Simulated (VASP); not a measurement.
# ZnS (P6_3mc) in VASP: relaxation of shape and atoms at fixed volume with r2SCAN

Aim: the relaxation of shape and atoms at fixed volume of ZnS with r2SCAN.

Program: VASP 6.6.1. These are calculated values, not measurements. Logs are shortened: lines on timing, memory, paths and dates and some standing lists are left out, and cuts for length are marked.

## (1) The cell of the first run

Symmetry: P6_3mc, No. 186, hexagonal system. The conventional cell has a = 3.691 Å, b = 3.691 Å, c = 24.147 Å, α = 90.00°, β = 90.00°, γ = 120.00°. Within 3.0 Å of Zn (site symmetry 3m) lie 4 S at 2.26 Å. Zn (site symmetry 3m) has 4 S at 2.26 Å within 3.0 Å. Zn (site symmetry 3m) has 4 S at 2.26 Å within 3.0 Å. Zn (site symmetry 3m) has 4 S at 2.26 to 2.27 Å within 3.0 Å. Within 3.0 Å of S (site symmetry 3m) lie 4 Zn at 2.26 Å. Within 3.0 Å of S (site symmetry 3m) lie 4 Zn at 2.26 Å. S (site symmetry 3m) has 4 Zn at 2.26 Å within 3.0 Å. S (site symmetry 3m) has 4 Zn at 2.26 to 2.27 Å within 3.0 Å.

## (2) Relaxation of shape and atoms at fixed volume, r2SCAN (17.81 Å³/atom)

POSCAR

```
ZnS
1.0
    3.6913627360      0.0000000000      0.0000000000
   -1.8456813680      3.1968139039      0.0000000000
    0.0000000000      0.0000000000     24.1466043899
Zn S
8 8
Direct
    0.0000000000      0.0000000000      0.0000530999
    0.0000000000      0.0000000000      0.5000530999
    0.3333333333      0.6666666667      0.1249400015
    0.6666666667      0.3333333333      0.6249400015
    0.3333333333      0.6666666667      0.3751882124
    0.6666666667      0.3333333333      0.8751882124
    0.3333333333      0.6666666667      0.7500459375
    0.6666666667      0.3333333333      0.2500459375
    0.0000000000      0.0000000000      0.0937083209
    0.0000000000      0.0000000000      0.5937083209
    0.3333333333      0.6666666667      0.2185863620
    0.6666666667      0.3333333333      0.7185863620
    0.3333333333      0.6666666667      0.4688138518
    0.6666666667      0.3333333333      0.9688138518
    0.3333333333      0.6666666667      0.8438642139
    0.6666666667      0.3333333333      0.3438642139
```

INCAR.step1

```
SYSTEM = ZnS
PREC     = Accurate       ! precision mode
ENCUT    = 600            ! plane-wave cutoff, eV
ISMEAR   = 0              ! smearing method
SIGMA    = 0.02           ! smearing width, eV
LREAL    = Auto         
LASPH    = .True.         ! aspherical terms in the spheres
NELM     = 100            ! most SCF steps
GGA      = PE             ! functional
ALGO     = Normal         ! electronic algorithm
EDIFF    = 1E-4           ! SCF threshold, eV
LWAVE    = .True.         ! write WAVECAR
LCHARG   = .False.        ! write CHGCAR
```

INCAR.step2

```
SYSTEM = ZnS
PREC     = Accurate       ! precision mode
ENCUT    = 600            ! plane-wave cutoff, eV
EDIFF    = 1E-7           ! SCF threshold, eV
ISMEAR   = 0              ! smearing method
SIGMA    = 0.02           ! smearing width, eV
LREAL    = Auto         
LASPH    = .True.         ! aspherical terms in the spheres
NELM     = 100            ! most SCF steps
ALGO     = Normal         ! electronic algorithm
ISIF     = 4              ! what is computed and relaxed
LWAVE    = .False.        ! write WAVECAR
LCHARG   = .False.        ! write CHGCAR
METAGGA  = R2SCAN         ! meta-GGA
LMIXTAU  = .True.       
IBRION   = 2              ! ionic algorithm
NSW      = 50             ! ionic steps
EDIFFG   = -0.01          ! ionic threshold
ISTART   = 1
```

KPOINTS

```
regular mesh
0
Gamma
  6 6 1
  0 0 0
```

Potentials or basis: VASP PAW PBE potentials, release 64 (Zn, S).

Launch:

```
> cat potpaw_PBE.64/Zn/POTCAR potpaw_PBE.64/S/POTCAR > POTCAR
> cp INCAR.step1 INCAR
> mpirun -np 1 vasp_std > vasp.out
> cp INCAR.step2 INCAR
> mpirun -np 1 vasp_std > vasp.out
```

OUTCAR:

```text
SYSTEM = ZnS
   PREC = Accurate
   ENCUT = 600
   EDIFF = 1E-7
   ISMEAR = 0
   LREAL = Auto
   LASPH = .True.
   NELM = 100
   ISIF = 4
   METAGGA = R2SCAN
   IBRION = 2
   NSW = 50
   EDIFFG = -0.01
   ISTART = 1

 ion  position               nearest neighbor table
   1  0.000  0.000  0.000-  14 2.26  14 2.26  14 2.26   9 2.26
   2  0.000  0.000  0.500-  13 2.26  13 2.26  13 2.26  10 2.26
   3  0.333  0.667  0.125-   9 2.26   9 2.26   9 2.26  11 2.26
   4  0.667  0.333  0.625-  10 2.26  10 2.26  10 2.26  12 2.26
   5  0.333  0.667  0.375-  13 2.26  16 2.26  16 2.26  16 2.26
   6  0.667  0.333  0.875-  14 2.26  15 2.26  15 2.26  15 2.26
[... 8 lines left out ...]
  15  0.333  0.667  0.844-   6 2.26   6 2.26   6 2.26   7 2.27
  16  0.667  0.333  0.344-   5 2.26   5 2.26   5 2.26   8 2.27

  LATTYP: Found a hexagonal cell.
 ALAT       =     3.6913627360
 C/A-ratio  =     6.5413794625

  Lattice vectors:

 A1 = (   3.6913627360,   0.0000000000,   0.0000000000)
 A2 = (  -1.8456813680,   3.1968139039,   0.0000000000)
 A3 = (   0.0000000000,   0.0000000000,  24.1466043899)

Analysis of symmetry for initial positions (statically):
=====================================================================
 Subroutine PRICEL returns:
 Original cell was already a primitive cell.

 Routine SETGRP: Setting up the symmetry group for a
 hexagonal supercell.

 Subroutine GETGRP returns: Found 12 space group operations
 (whereof  6 operations were pure point group operations)
 out of a pool of 24 trial point group operations.

The static configuration has the point symmetry C_3v.
 The point group associated with its full space group is C_6v.

Analysis of symmetry for dynamics (positions and initial velocities):
=====================================================================
 Subroutine PRICEL returns:
 Original cell was already a primitive cell.

 Routine SETGRP: Setting up the symmetry group for a
 hexagonal supercell.

 Subroutine GETGRP returns: Found 12 space group operations
 (whereof  6 operations were pure point group operations)
 out of a pool of 24 trial point group operations.

The dynamic configuration has the point symmetry C_3v.
 The point group associated with its full space group is C_6v.

 Subroutine INISYM returns: Found 12 space group operations
 (whereof  6 operations are pure point group operations),
 and found     1 'primitive' translations

----------------------------------------------------------------------------------------

                                     Primitive cell

  volume of cell :     284.9444

  direct lattice vectors                    reciprocal lattice vectors
     3.691362736  0.000000000  0.000000000     0.270902664  0.156405726  0.000000000
    -1.845681368  3.196813904  0.000000000     0.000000000  0.312811452  0.000000000
     0.000000000  0.000000000 24.146604390     0.000000000  0.000000000  0.041413690

  length of vectors
     3.691362736  3.691362736 24.146604390     0.312811452  0.312811452  0.041413690

  position of ions in fractional coordinates (direct lattice)
     0.000000000  0.000000000  0.000053100
     0.000000000  0.000000000  0.500053100
     0.333333333  0.666666667  0.124940002
     0.666666667  0.333333333  0.624940002
     0.333333333  0.666666667  0.375188212
     0.666666667  0.333333333  0.875188212
[... 8 lines left out ...]
     0.333333333  0.666666667  0.843864214
     0.666666667  0.333333333  0.343864214

  ion indices of the primitive-cell ions
   primitive index   ion index
                 1           1
                 2           2
                 3           3
                 4           4
                 5           5
                 6           6
[... 8 lines left out ...]
                15          15
                16          16

----------------------------------------------------------------------------------------

[... 59 lines left out ...]
   POTIM  = 0.5000    time-step for ionic-motion
   TEBEG  =    0.0;   TEEND  =   0.0 temperature during run
   PSTRESS=    0.0 pullay stress
   NELECT =     144.0000    total number of electrons
   NUPDOWN=      -1.0000    fix difference up-down
   EMIN   =  10.00;   EMAX   =-10.00  energy-range for DOS
   EFERMI =   0.00;   METHOD = LEGACY
   ISMEAR =     0;   SIGMA  =   0.02  broadening in eV -4-tet -1-fermi 0-gaus
   EFERMI_NEDOS =   21; number of points for ismear=-14 and -15
   IALGO  =     38    algorithm
   IMIX   =      4    mixing-type and parameters
     AMIX     =   0.40;   BMIX     =  1.00
     AMIX_MAG =   1.60;   BMIX_MAG =  1.00
  volume/ion in A,a.u.               =      17.81       120.18
  Fermi-wavevector in a.u.,A,eV,Ry     =   1.303994  2.464191 23.135353  1.700401
  Thomas-Fermi vector in A             =   2.434959
   LORBIT       =      0    0 simple, 1 ext, 2 COOP (PROOUT), +10 PAW based schemes
   METAGGA = R2SCAN    functional components
   LHFCALC =     F    Hartree Fock is set to
   AEXX    =    0.0000 exact exchange contribution
   IVDW    =     0    specifies the selected vdW correction
   LEPSILON=     F    determine dielectric tensor
   LRPA    =     F    only Hartree local field effects (RPA)
 conjugate gradient relaxation of ions
 non-spin polarized calculation
 Gauss-broadening in eV      SIGMA  =   0.02
  energy-cutoff  :      600.00
  volume of cell :      284.94
 maximum number of plane-waves:      9559
 NGX is ok and might be reduce to    30
   NGX = 15   NGY = 15   NGZ = 97

--------------------------------------- Ionic step        1  -------------------------------------------

 number of electron     143.9999904 magnetization

 Free energy of the ion-electron system (eV)
  ---------------------------------------------------
  ext. energy  EPLUGINS =         0.00000000
  ---------------------------------------------------
  free energy    TOTEN  =      -150.18967525 eV

  energy without entropy =     -150.18967525  energy(sigma->0) =     -150.18967525

------------------------ aborting loop because EDIFF is reached ----------------------------------------

  FORCE on cell =-STRESS in cart. coord.  units (eV):
  Direction    XX          YY          ZZ          XY          YZ          ZX
  --------------------------------------------------------------------------------------
  -------------------------------------------------------------------------------------
  Total       16.2758735     16.2758735     16.2161983      0.0000000      0.0000000      0.0000000
  in kB       91.5155179     91.5155179     91.1799782      0.0000000      0.0000000      0.0000000
  external PRESSURE =      91.4036713 kB  Pullay stress =       0.0000000 kB

 VOLUME and BASIS-vectors are now :
 -----------------------------------------------------------------------------
  energy-cutoff  :      600.00
  volume of cell :      284.94
      direct lattice vectors                 reciprocal lattice vectors
     3.691362736  0.000000000  0.000000000     0.270902664  0.156405726  0.000000000
    -1.845681368  3.196813904  0.000000000     0.000000000  0.312811452  0.000000000
     0.000000000  0.000000000 24.146604390     0.000000000  0.000000000  0.041413690

 POSITION                                       TOTAL-FORCE (eV/Angst)
 -----------------------------------------------------------------------------------
      0.00000      0.00000      0.00128         0.000000     -0.000000      0.000941
      0.00000      0.00000     12.07458        -0.000000      0.000000      0.000941
     -0.00000      2.13121      3.01688         0.000000      0.000000      0.010272
      1.84568      1.06560     15.09018        -0.000000      0.000000      0.010272
     -0.00000      2.13121      9.05952        -0.000000      0.000000      0.001795
      1.84568      1.06560     21.13282         0.000000     -0.000000      0.001795
[... 8 lines left out ...]
     -0.00000      2.13121     20.37646         0.000000      0.000000     -0.009129
      1.84568      1.06560      8.30315         0.000000     -0.000000     -0.009129
 -----------------------------------------------------------------------------------
    total drift:                               -0.000001     -0.000002     -0.141687

  FREE ENERGIE OF THE ION-ELECTRON SYSTEM (eV)
  ---------------------------------------------------
  free  energy   TOTEN  =      -150.1896752488 eV

  energy  without entropy=     -150.1896752488  energy(sigma->0) =     -150.18967525

--------------------------------------- Ionic step        2  -------------------------------------------

 number of electron     143.9999902 magnetization

 Free energy of the ion-electron system (eV)
  ---------------------------------------------------
  ext. energy  EPLUGINS =         0.00000000
  ---------------------------------------------------
  free energy    TOTEN  =      -150.18968606 eV

  energy without entropy =     -150.18968606  energy(sigma->0) =     -150.18968606

 E-fermi :   2.9472     XC(G=0): -10.8112

 val. band max:        2.8617458623   @ k =   0.0000   0.0000   0.0000
 cond. band min:       6.0495389228   @ k =   0.0000   0.0000   0.0000
 fundamental gap:      3.1877930606
 Fermi energy:         2.9471868217

 k-point     1 :       0.0000    0.0000    0.0000
  band No.  band energies     occupation
      1     -11.6184      2.00000
      2     -11.4800      2.00000
      3     -11.4722      2.00000
      4     -11.1048      2.00000
      5     -11.0980      2.00000
      6     -10.6735      2.00000
[... 598 lines left out ...]
     83       9.6466      0.00000
     84       9.8202      0.00000
 [bands above 84 left out]

------------------------ aborting loop because EDIFF is reached ----------------------------------------

  FORCE on cell =-STRESS in cart. coord.  units (eV):
  Direction    XX          YY          ZZ          XY          YZ          ZX
  --------------------------------------------------------------------------------------
  -------------------------------------------------------------------------------------
  Total       16.2349586     16.2349586     16.2933498      0.0000000      0.0000000      0.0000000
  in kB       91.2854629     91.2854629     91.6137830      0.0000000      0.0000000      0.0000000
  external PRESSURE =      91.3949029 kB  Pullay stress =       0.0000000 kB

 VOLUME and BASIS-vectors are now :
 -----------------------------------------------------------------------------
  energy-cutoff  :      600.00
  volume of cell :      284.94
      direct lattice vectors                 reciprocal lattice vectors
     3.691584145  0.000000000  0.000000000     0.270886416  0.156396345  0.000000000
    -1.845792073  3.197005650  0.000000000     0.000000000  0.312792691  0.000000000
     0.000000000  0.000000000 24.143708004     0.000000000  0.000000000  0.041418659

 POSITION                                       TOTAL-FORCE (eV/Angst)
 -----------------------------------------------------------------------------------
     -1.84579      3.19701      0.00133        -0.000000     -0.000000     -0.002099
      3.69158      0.00000     12.07318         0.000000     -0.000000     -0.002099
     -0.00000      2.13134      3.01701         0.000000     -0.000000      0.002105
      1.84579      1.06567     15.08886        -0.000000      0.000000      0.002105
     -0.00000      2.13134      9.05852        -0.000000      0.000000     -0.002722
      1.84579      1.06567     21.13038         0.000000      0.000000     -0.002722
[... 8 lines left out ...]
     -0.00000      2.13134     20.37357        -0.000000     -0.000000     -0.000676
      1.84579      1.06567      8.30172         0.000000     -0.000000     -0.000676
 -----------------------------------------------------------------------------------
    total drift:                               -0.000001     -0.000002     -0.141945

  FREE ENERGIE OF THE ION-ELECTRON SYSTEM (eV)
  ---------------------------------------------------
  free  energy   TOTEN  =      -150.1896860638 eV

  energy  without entropy=     -150.1896860638  energy(sigma->0) =     -150.18968606

 reached required accuracy - stopping structural energy minimisation
```

It took 55 min on 1 thread of Oxide Virtual Turin-like, shared host; peak memory 0.55 GiB.

What came out:

```
Free energy                  : -150.1897 eV
Energy gained by relaxing    : 0.0 meV/atom
Ionic steps                  : 2
Pressure after relaxing      : 9.1 GPa
Largest force after relaxing : 0.004 eV/Å
Band gap on the k mesh       : 3.19 eV
```

Forces on the atoms (eV/Å):
```
Zn   0.000  0.000 -0.002
Zn   0.000  0.000 -0.002
Zn   0.000  0.000  0.002
Zn   0.000  0.000  0.002
Zn   0.000  0.000 -0.003
Zn   0.000  0.000 -0.003
Zn   0.000  0.000 -0.003
Zn   0.000  0.000 -0.003
S    0.000  0.000  0.002
S    0.000  0.000  0.002
S    0.000  0.000  0.004
S    0.000  0.000  0.004
S    0.000  0.000  0.000
S    0.000  0.000  0.000
S    0.000  0.000 -0.001
S    0.000  0.000 -0.001
```

Final structure:
```cif
data_structure
_symmetry_space_group_name_H-M 'P 1'
_symmetry_Int_Tables_number 1
_cell_length_a 3.6916
_cell_length_b 3.6916
_cell_length_c 24.1437
_cell_angle_alpha 90.000
_cell_angle_beta 90.000
_cell_angle_gamma 120.000
_cell_volume 284.94
loop_
_atom_site_label
_atom_site_type_symbol
_atom_site_fract_x
_atom_site_fract_y
_atom_site_fract_z
_atom_site_occupancy
Zn1 Zn 0.00000 0.00000 0.00006 1
Zn2 Zn 0.00000 0.00000 0.50006 1
Zn3 Zn 0.33333 0.66667 0.12496 1
Zn4 Zn 0.66667 0.33333 0.62496 1
Zn5 Zn 0.33333 0.66667 0.37519 1
Zn6 Zn 0.66667 0.33333 0.87519 1
Zn7 Zn 0.33333 0.66667 0.75005 1
Zn8 Zn 0.66667 0.33333 0.25005 1
S1 S 0.00000 0.00000 0.09370 1
S2 S 0.00000 0.00000 0.59370 1
S3 S 0.33333 0.66667 0.21859 1
S4 S 0.66667 0.33333 0.71859 1
S5 S 0.33333 0.66667 0.46881 1
S6 S 0.66667 0.33333 0.96881 1
S7 S 0.33333 0.66667 0.84385 1
S8 S 0.66667 0.33333 0.34385 1
```

Caveat: the PAW data sets were made with another functional, which shifts forces and pressure a little. A k mesh can miss the band edges.
